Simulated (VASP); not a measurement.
# Al8Au3: single point with LDA

The system is Al8Au3, a slab with vacuum.

```
Al Au
1.0
     4.24264    0.00000    0.00000
    -2.12132    3.67423    0.00000
     0.00000    0.00000   32.12436
Al Au
8 3
Direct
  0.66667 0.33333 0.31129
  0.00000 0.00000 0.36521
  0.33333 0.66667 0.41912
  0.66667 0.33333 0.47304
  0.00000 0.00000 0.52403
  0.33333 0.66667 0.58047
  0.66667 0.33333 0.63548
  0.00000 0.00000 0.68297
  0.66667 0.33333 0.39217
  0.33333 0.66667 0.49927
  0.00000 0.00000 0.60339
```

```
Program             : VASP 6.6.1
Task                : single point
Functional          : LDA
Potentials or basis : VASP PAW LDA potentials, release 64 (Al, Au)
Cutoff              : 520 eV
k mesh              : 18 × 18 × 1
Occupations         : gaussian, width 0.1 eV
Spin                : no spin polarisation
```

| Property | Result |
| --- | --- |
| Largest force | 0.359 eV/Å |

Forces in eV/Å, atoms in the order of the input:
```
Al   0.000  0.000  0.244
Al   0.000  0.000 -0.291
Al   0.000  0.000 -0.318
Al   0.000  0.000  0.030
Al   0.000  0.000 -0.073
Al   0.000  0.000 -0.014
Al   0.000  0.000  0.036
Al   0.000  0.000 -0.014
Au   0.000  0.000  0.359
Au   0.000  0.000 -0.001
Au   0.000  0.000  0.041
```

Levels at points of the mesh, in eV from the Fermi level:
| k point | band 27 | band 28 | band 29 | band 30 | band 31 | band 32 |
| --- | --- | --- | --- | --- | --- | --- |
| (0.00, 0.00, 0.00) | 1.10 | 1.96 | 1.96 | 2.35 | 2.52 | 2.76 |
| (0.50, 0.00, 0.00) | -1.21 | -0.77 | -0.37 | -0.34 | 0.34 | 1.61 |

Run time: 31 min on 1 thread of Oxide Virtual Turin-like Processor (shared host), peak memory 0.74 GiB.

Caveat: spin-orbit coupling is left out, which moves the levels of the heavy elements.
